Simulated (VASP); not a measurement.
# SiNi3 (Pm-3m) in VASP: further runs

Aim: see how the results for SiNi3 move with the level of theory and the settings. Levels: LDA, PBEsol. Tasks: single point.

All numbers are computed with VASP 6.6.1; they aren't measurements. Logs are shortened: lines on timing, memory, paths and dates and some standing lists are left out, and cuts for length are marked.

## 1. The cell of the first run

Symmetry: Pm-3m, No. 221, cubic system. The conventional cell has a = 3.494 Å, b = 3.494 Å, c = 3.494 Å, α = 90.00°, β = 90.00°, γ = 90.00°. Ni (site symmetry 4/mmm) has 8 Ni at 2.47 Å and 4 Si at 2.47 Å within 3.3 Å. Si (site symmetry m-3m) has 12 Ni at 2.47 Å within 3.3 Å.

## 2. Single point, LDA, collinear spin, ferromagnetic start (volume scaled by 0.96)

INCAR

```
SYSTEM = SiNi3
ALGO = Fast ; EDIFF = 1E-6
ENCUT = 520 ; GGA = CA
ISIF = 2 ; ISMEAR = -1
ISPIN = 2 ; LASPH = .TRUE.
LCHARG = .FALSE. ; LMAXMIX = 4
LORBIT = 11 ; LREAL = .FALSE.
LWAVE = .FALSE. ; MAGMOM = 1 1 1 0
NBANDS = 29 ; NELM = 150
PREC = Accurate ; SIGMA = 0.05
```

KPOINTS

```
k-points
0
G
  8 8 8
  0 0 0
```

POSCAR

```
SiNi3
1.0
    3.4941292669      0.0000000000      0.0000000000
    0.0000000000      3.4941292669      0.0000000000
    0.0000000000      0.0000000000      3.4941292669
Ni Si
3 1
Direct
    0.5000000000      0.5000000000      0.0000000000
    0.5000000000      0.0000000000      0.5000000000
    0.0000000000      0.5000000000      0.5000000000
    0.0000000000      0.0000000000      0.0000000000
```

Potentials or basis: VASP PAW LDA potentials, release 64 (Ni, Si).

On the command line:

```console
> cat potpaw_LDA.64/Ni/POTCAR potpaw_LDA.64/Si/POTCAR > POTCAR
> mpirun -np 1 vasp_std > vasp.out
```

OUTCAR:

```text
SYSTEM = SiNi3
   EDIFF = 1E-6
   ENCUT = 520
   GGA = CA
   ISIF = 2
   ISMEAR = -1
   ISPIN = 2
   LASPH = .TRUE.
   LORBIT = 11
   LREAL = .FALSE.
   NELM = 150
   PREC = Accurate

 ion  position               nearest neighbor table
   1  0.500  0.500  0.000-   2 2.47   3 2.47   4 2.47   2 2.47   3 2.47   2 2.47   4 2.47   2 2.47
                             3 2.47   4 2.47   3 2.47   4 2.47
   2  0.500  0.000  0.500-   1 2.47   3 2.47   4 2.47   1 2.47   4 2.47   1 2.47   3 2.47   1 2.47
                             3 2.47   4 2.47   4 2.47   3 2.47
   3  0.000  0.500  0.500-   1 2.47   2 2.47   4 2.47   1 2.47   4 2.47   2 2.47   4 2.47   4 2.47
                             1 2.47   2 2.47   1 2.47   2 2.47
   4  0.000  0.000  0.000-   1 2.47   2 2.47   3 2.47   2 2.47   3 2.47   1 2.47   3 2.47   3 2.47
                             1 2.47   2 2.47   2 2.47   1 2.47

  LATTYP: Found a simple cubic cell.
 ALAT       =     3.4941292669

  Lattice vectors:

 A1 = (   3.4941292669,   0.0000000000,   0.0000000000)
 A2 = (   0.0000000000,   3.4941292669,   0.0000000000)
 A3 = (   0.0000000000,   0.0000000000,   3.4941292669)

Analysis of symmetry for initial positions (statically):
=====================================================================
 Subroutine PRICEL returns:
 Original cell was already a primitive cell.

 Routine SETGRP: Setting up the symmetry group for a
 simple cubic supercell.

 Subroutine GETGRP returns: Found 48 space group operations
 (whereof 48 operations were pure point group operations)
 out of a pool of 48 trial point group operations.

The static configuration has the point symmetry O_h .

Analysis of symmetry for dynamics (positions and initial velocities):
=====================================================================
 Subroutine PRICEL returns:
 Original cell was already a primitive cell.

 Routine SETGRP: Setting up the symmetry group for a
 simple cubic supercell.

 Subroutine GETGRP returns: Found 48 space group operations
 (whereof 48 operations were pure point group operations)
 out of a pool of 48 trial point group operations.

The dynamic configuration has the point symmetry O_h .

Analysis of structural, dynamic, and magnetic symmetry:
=====================================================================
 Subroutine PRICEL returns:
 Original cell was already a primitive cell.

 Routine SETGRP: Setting up the symmetry group for a
 simple cubic supercell.

 Subroutine GETGRP returns: Found 48 space group operations
 (whereof 48 operations were pure point group operations)
 out of a pool of 48 trial point group operations.

The overall configuration has the point symmetry O_h .

 Subroutine INISYM returns: Found 48 space group operations
[... 129 lines left out ...]
   IVDW    =     0    specifies the selected vdW correction
   LEPSILON=     F    determine dielectric tensor
   LRPA    =     F    only Hartree local field effects (RPA)
 spin polarized calculation
 RMM-DIIS sequential band-by-band and
  energy-cutoff  :      520.00
  volume of cell :       42.66
 maximum number of plane-waves:      1189
 NGX is ok and might be reduce to    28
   NGX = 13   NGY = 13   NGZ = 13

 number of electron      33.9999976 magnetization      -0.0170460

 number of electron      33.9999976 magnetization       0.0002938

 Free energy of the ion-electron system (eV)
  ---------------------------------------------------
  ext. energy  EPLUGINS =         0.00000000
  ---------------------------------------------------
  free energy    TOTEN  =       -27.83201840 eV

  energy without entropy =      -27.81490714  energy(sigma->0) =      -27.82346277

 E-fermi :  10.5790     XC(G=0): -13.4290

 val. band max:       10.5100905736   @ k =   0.1250   0.1250   0.0000
 cond. band min:      10.5974974981   @ k =   0.5000   0.3750   0.3750
 fundamental gap:      0.0874069245
 Fermi energy:        10.5789709281

 spin component 1

 k-point     1 :       0.0000    0.0000    0.0000
  band No.  band energies     occupation
      1      -1.3562      1.00000
      2       5.6554      1.00000
      3       6.4711      1.00000
      4       6.4711      1.00000
      5       6.9696      1.00000
      6       6.9696      1.00000
[... 757 lines left out ...]
     28      25.5877      0.00000
     29      27.8160      0.00000

 [... further k-points ...]

 spin component 2

 k-point     1 :       0.0000    0.0000    0.0000
  band No.  band energies     occupation
      1      -1.3562      1.00000
      2       5.6554      1.00000
      3       6.4712      1.00000
      4       6.4712      1.00000
      5       6.9697      1.00000
      6       6.9697      1.00000
[... 757 lines left out ...]
     28      25.5877      0.00000
     29      27.7490      0.00000

 [... further k-points ...]
[... 5 lines left out ...]
  --------------------------------------------------------------------------------------
  -------------------------------------------------------------------------------------
  Total       -3.3839708     -3.3839708     -3.3839708      0.0000000     -0.0000000     -0.0000000
  in kB     -127.0926050   -127.0926050   -127.0926050      0.0000000     -0.0000000     -0.0000000
  external PRESSURE =    -127.0926050 kB  Pullay stress =       0.0000000 kB

 VOLUME and BASIS-vectors are now :
 -----------------------------------------------------------------------------
  energy-cutoff  :      520.00
  volume of cell :       42.66
      direct lattice vectors                 reciprocal lattice vectors
     3.494129267  0.000000000  0.000000000     0.286194334  0.000000000  0.000000000
     0.000000000  3.494129267  0.000000000     0.000000000  0.286194334  0.000000000
     0.000000000  0.000000000  3.494129267     0.000000000  0.000000000  0.286194334

 POSITION                                       TOTAL-FORCE (eV/Angst)
 -----------------------------------------------------------------------------------
      1.74706      1.74706      0.00000         0.000000      0.000000      0.000000
      1.74706      0.00000      1.74706         0.000000      0.000000      0.000000
      0.00000      1.74706      1.74706         0.000000      0.000000      0.000000
      0.00000      0.00000      0.00000         0.000000      0.000000      0.000000
 -----------------------------------------------------------------------------------
    total drift:                                0.000000      0.000000      0.000000

  FREE ENERGIE OF THE ION-ELECTRON SYSTEM (eV)
  ---------------------------------------------------
  free  energy   TOTEN  =       -27.8320184000 eV

  energy  without entropy=      -27.8149071373  energy(sigma->0) =      -27.82346277

 total charge

# of ion       s       p       d       tot
------------------------------------------
    1        0.493   0.580   8.432   9.505
    2        0.493   0.580   8.432   9.505
    3        0.493   0.580   8.432   9.505
    4        0.735   0.827   0.000   1.562
--------------------------------------------------
tot          2.214   2.567  25.296  30.077

 magnetization (x)

# of ion       s       p       d       tot
------------------------------------------
    1       -0.000  -0.000   0.000   0.000
    2       -0.000  -0.000   0.000   0.000
    3       -0.000  -0.000   0.000   0.000
    4       -0.000  -0.000   0.000  -0.000
--------------------------------------------------
tot         -0.000  -0.000   0.000   0.000
```

Run time: 63 s. Hardware: 1 thread of Intel Xeon Platinum 8488C (Sapphire Rapids), shared host; peak memory 0.18 GiB.

Results:

| Item | Value |
| --- | --- |
| Free energy | -27.8320 eV |
| Pressure | -12.7 GPa |
| Band gap on the k mesh | zero (filled and empty bands overlap) |
| Net moment | 0.00 μB per cell |
| Valence electrons inside the program's atomic spheres | Ni 9.51; Si 1.56 |

Caveat: the cell differs from its parent crystal (volume scaled by 0.96).

## 3. Single point, PBEsol, collinear spin, ferromagnetic start (volume scaled by 0.96)

INCAR

```
  PREC = Accurate
  ENCUT = 520
  EDIFF = 1E-7
  ISMEAR = -1
  SIGMA = 0.05
  LREAL = F
  LASPH = T
  NELM = 150
  ALGO = Normal
  ISIF = 2
  LWAVE = F
  LCHARG = F
  ISPIN = 2
  MAGMOM = 1 1 1 0
  LORBIT = 11
  LMAXMIX = 4
  GGA = PS
  NBANDS = 29
```

KPOINTS

```
regular mesh
0
Gamma
  8 8 8
```

POSCAR is that of step 2.

Potentials or basis: VASP PAW PBE potentials, release 64 (Ni, Si).

On the command line:

```console
> cat potpaw_PBE.64/Ni/POTCAR potpaw_PBE.64/Si/POTCAR > POTCAR
> mpirun -np 1 vasp_std > vasp.out
```

It took 69 s on 1 thread of Intel Xeon Platinum 8488C (Sapphire Rapids), shared host; peak memory 0.21 GiB.

Results (log left out):

```yaml
Free_energy: -26.2755 eV
Pressure: -6.2 GPa
Band_gap_on_the_k_mesh: zero (filled and empty bands overlap)
Net_moment: 0.00 μB per cell
Valence_electrons_inside_the_program's_atomic_spheres: Ni 9.50; Si 1.55
```

Levels at points of the mesh, in eV from the Fermi level:
Spin up:
| k point | band 15 | band 16 | band 17 | band 18 | band 19 | band 20 |
| --- | --- | --- | --- | --- | --- | --- |
| (0.00, 0.00, 0.00) | -0.62 | -0.29 | 0.03 | 0.03 | 0.03 | 4.93 |
| (0.50, 0.00, 0.00) | -1.16 | -0.55 | 0.03 | 3.66 | 3.66 | 5.27 |
| (0.50, 0.50, 0.00) | -1.13 | -1.03 | -0.97 | 0.67 | 0.67 | 5.69 |
| (0.50, 0.50, 0.50) | -1.26 | -0.46 | -0.21 | -0.21 | -0.21 | 1.27 |
Spin down:
| k point | band 15 | band 16 | band 17 | band 18 | band 19 | band 20 |
| --- | --- | --- | --- | --- | --- | --- |
| (0.00, 0.00, 0.00) | -0.62 | -0.29 | 0.03 | 0.03 | 0.03 | 4.93 |
| (0.50, 0.00, 0.00) | -1.16 | -0.55 | 0.03 | 3.66 | 3.66 | 5.27 |
| (0.50, 0.50, 0.00) | -1.13 | -1.03 | -0.97 | 0.67 | 0.67 | 5.69 |
| (0.50, 0.50, 0.50) | -1.26 | -0.46 | -0.21 | -0.21 | -0.21 | 1.27 |

Caveat: the cell differs from its parent crystal (volume scaled by 0.96); the PAW data sets were made with another functional, which shifts forces and pressure a little.

## 4. Single point, LDA, collinear spin, ferromagnetic start

This run uses another cell than the first one, of 11.11 Å³/atom, 1.042 times its volume.

INCAR

```
SYSTEM = SiNi3
  PREC = Accurate
  ENCUT = 520
  EDIFF = 1E-6
  ISMEAR = -1
  SIGMA = 0.05
  LREAL = .FALSE.
  LASPH = .TRUE.
  NELM = 150
  ALGO = Normal
  ISIF = 2
  LWAVE = .FALSE.
  LCHARG = .FALSE.
  ISPIN = 2
  MAGMOM = 1 1 1 0
  LORBIT = 11
  LMAXMIX = 4
  GGA = CA
  NBANDS = 29
```

KPOINTS

```
Automatic mesh
0
G
  4 4 4
  0 0 0
```

POSCAR

```
SiNi3
1.0
    3.5420000000      0.0000000000      0.0000000000
    0.0000000000      3.5420000000      0.0000000000
    0.0000000000      0.0000000000      3.5420000000
Ni Si
3 1
Direct
    0.5000000000      0.5000000000      0.0000000000
    0.5000000000      0.0000000000      0.5000000000
    0.0000000000      0.5000000000      0.5000000000
    0.0000000000      0.0000000000      0.0000000000
```

Potentials or basis: VASP PAW LDA potentials, release 64 (Ni, Si).

On the command line:

```console
> cat potpaw_LDA.64/Ni/POTCAR potpaw_LDA.64/Si/POTCAR > POTCAR
> mpirun -np 1 vasp_std > vasp.out
```

OUTCAR:

```text
SYSTEM = SiNi3
   PREC = Accurate
   ENCUT = 520
   EDIFF = 1E-6
   ISMEAR = -1
   LREAL = .FALSE.
   LASPH = .TRUE.
   NELM = 150
   ISIF = 2
   ISPIN = 2
   LORBIT = 11
   GGA = CA

 ion  position               nearest neighbor table
   1  0.500  0.500  0.000-   2 2.50   3 2.50   4 2.50   2 2.50   3 2.50   2 2.50   4 2.50   2 2.50
                             3 2.50   4 2.50   3 2.50   4 2.50
   2  0.500  0.000  0.500-   1 2.50   3 2.50   4 2.50   1 2.50   4 2.50   1 2.50   3 2.50   1 2.50
                             3 2.50   4 2.50   4 2.50   3 2.50
   3  0.000  0.500  0.500-   1 2.50   2 2.50   4 2.50   1 2.50   4 2.50   2 2.50   4 2.50   4 2.50
                             1 2.50   2 2.50   1 2.50   2 2.50
   4  0.000  0.000  0.000-   1 2.50   2 2.50   3 2.50   2 2.50   3 2.50   1 2.50   3 2.50   3 2.50
                             1 2.50   2 2.50   2 2.50   1 2.50

  LATTYP: Found a simple cubic cell.
 ALAT       =     3.5420000000

  Lattice vectors:

 A1 = (   3.5420000000,   0.0000000000,   0.0000000000)
 A2 = (   0.0000000000,   3.5420000000,   0.0000000000)
 A3 = (   0.0000000000,   0.0000000000,   3.5420000000)

Analysis of symmetry for initial positions (statically):
=====================================================================
[... 834 lines left out ...]
  -------------------------------------------------------------------------------------
  Total       -5.4763849     -5.4763849     -5.4763849     -0.0000000     -0.0000000     -0.0000000
  in kB     -197.4507920   -197.4507920   -197.4507920     -0.0000000     -0.0000000     -0.0000000
  external PRESSURE =    -197.4507920 kB  Pullay stress =       0.0000000 kB

 VOLUME and BASIS-vectors are now :
 -----------------------------------------------------------------------------
  energy-cutoff  :      520.00
  volume of cell :       44.44
      direct lattice vectors                 reciprocal lattice vectors
     3.542000000  0.000000000  0.000000000     0.282326369  0.000000000  0.000000000
     0.000000000  3.542000000  0.000000000     0.000000000  0.282326369  0.000000000
     0.000000000  0.000000000  3.542000000     0.000000000  0.000000000  0.282326369

 POSITION                                       TOTAL-FORCE (eV/Angst)
 -----------------------------------------------------------------------------------
      1.77100      1.77100      0.00000         0.000000      0.000000      0.000000
      1.77100      0.00000      1.77100         0.000000      0.000000      0.000000
      0.00000      1.77100      1.77100         0.000000      0.000000      0.000000
      0.00000      0.00000      0.00000         0.000000      0.000000      0.000000
 -----------------------------------------------------------------------------------
    total drift:                                0.000000      0.000000      0.000000

  FREE ENERGIE OF THE ION-ELECTRON SYSTEM (eV)
  ---------------------------------------------------
  free  energy   TOTEN  =       -27.6704498937 eV

  energy  without entropy=      -27.6539173296  energy(sigma->0) =      -27.66218361

 total charge

# of ion       s       p       d       tot
------------------------------------------
    1        0.476   0.538   8.409   9.423
    2        0.476   0.538   8.409   9.423
    3        0.476   0.538   8.409   9.423
    4        0.739   0.801   0.000   1.540
--------------------------------------------------
tot          2.167   2.416  25.227  29.810

 magnetization (x)

# of ion       s       p       d       tot
------------------------------------------
    1       -0.000  -0.000   0.000   0.000
    2       -0.000  -0.000   0.000   0.000
    3       -0.000  -0.000   0.000   0.000
    4       -0.000  -0.000   0.000  -0.000
--------------------------------------------------
tot         -0.000  -0.000   0.001   0.001
```

OSZICAR:

```text
N       E                     dE             d eps       ncg     rms          rms(c)
DAV:   1     0.207856616846E+03    0.20786E+03   -0.14375E+04  1184   0.154E+03
DAV:   2    -0.161171165738E+02   -0.22397E+03   -0.20755E+03  1165   0.304E+02
DAV:   3    -0.308640230261E+02   -0.14747E+02   -0.13951E+02  1286   0.940E+01
DAV:   4    -0.311436287277E+02   -0.27961E+00   -0.27889E+00  1350   0.126E+01
DAV:   5    -0.311515390999E+02   -0.79104E-02   -0.79095E-02  1420   0.186E+00    0.200E+01
DAV:   6    -0.316772797939E+02   -0.52574E+00   -0.26669E+01  1371   0.920E+01    0.183E+01
DAV:   7    -0.277474726914E+02    0.39298E+01   -0.91773E+00  1426   0.518E+01    0.357E+00
DAV:   8    -0.276867327272E+02    0.60740E-01   -0.24530E-01  1442   0.354E+00    0.135E+00
DAV:   9    -0.276733967438E+02    0.13336E-01   -0.11739E-02  1662   0.124E+00    0.581E-01
DAV:  10    -0.276714783779E+02    0.19184E-02   -0.92782E-04  1473   0.290E-01    0.306E-01
DAV:  11    -0.276704373932E+02    0.10410E-02   -0.21993E-04  1702   0.253E-01    0.821E-02
DAV:  12    -0.276704518257E+02   -0.14432E-04   -0.10299E-04  1504   0.889E-02    0.446E-02
DAV:  13    -0.276704501330E+02    0.16927E-05   -0.58974E-06  1403   0.280E-02    0.144E-02
DAV:  14    -0.276704498937E+02    0.23932E-06   -0.95199E-07  1065   0.735E-03
   1 F= -.27670450E+02 E0= -.27662184E+02  d E =-.165326E-01  mag=     0.0003
```

It took 21 s on 1 thread of Intel Xeon Platinum 8259CL at 2.50GHz (Skylake/Cascade Lake), shared host; peak memory 0.15 GiB.

What came out:

```
Free energy                                           : -27.6704 eV
Pressure                                              : -19.7 GPa
Band gap on the k mesh                                : zero (filled and empty bands overlap)
Net moment                                            : 0.00 μB per cell
Valence electrons inside the program's atomic spheres : Ni 9.42; Si 1.54
```

Levels at points of the mesh, in eV from the Fermi level:
Spin up:
```
           k point  band 15  band 16  band 17  band 18  band 19  band 20
(0.00, 0.00, 0.00)    -0.62    -0.33    -0.03    -0.03    -0.03     4.47
(0.50, 0.00, 0.00)    -1.15    -0.56    -0.03     3.47     3.47     4.88
(0.50, 0.50, 0.00)    -1.12    -1.02    -0.97     0.58     0.58     5.39
(0.50, 0.50, 0.50)    -1.25    -0.33    -0.26    -0.26    -0.26     1.03
```
Spin down:
```tsv
k point	band 14	band 15	band 16	band 17	band 18	band 19	band 20	band 21
(0.00, 0.00, 0.00)	-0.62	-0.62	-0.33	-0.03	-0.03	-0.03	4.47	6.20
(0.50, 0.00, 0.00)	-1.26	-1.15	-0.56	-0.03	3.48	3.48	4.88	5.18
(0.50, 0.50, 0.00)	-1.39	-1.12	-1.02	-0.97	0.58	0.58	5.39	6.16
(0.50, 0.50, 0.50)	-1.25	-1.25	-0.33	-0.26	-0.26	-0.26	1.03	3.85
```

Caveat: the k points lie up to 0.44 Å⁻¹ apart.

## 5. Summary

| level | potentials or basis | cell | k mesh | gap on the mesh (eV) | pressure (GPa) | moment (μB) |
| --- | --- | --- | --- | --- | --- | --- |
| LDA | VASP PAW LDA potentials, release 64 (Ni, Si) | a = 3.494 Å, 4 atoms | 8 × 8 × 8 | none | -12.7 | 0.00 |
| PBEsol | VASP PAW PBE potentials, release 64 (Ni, Si) | a = 3.494 Å, 4 atoms | 8 × 8 × 8 | none | -6.2 | 0.00 |
| LDA | VASP PAW LDA potentials, release 64 (Ni, Si) | a = 3.542 Å, 4 atoms | 4 × 4 × 4 | none | -19.7 | 0.00 |

Alike in all rows: task single point; spin collinear, ferromagnetic start; cutoff (eV) 520; smearing fermi-dirac 0.05 eV.

Caveats: some runs use coarse meshes; the PAW data sets were made with another functional, which shifts forces and pressure a little (some runs).

Absolute energies hang on the potentials; compare differences alone.
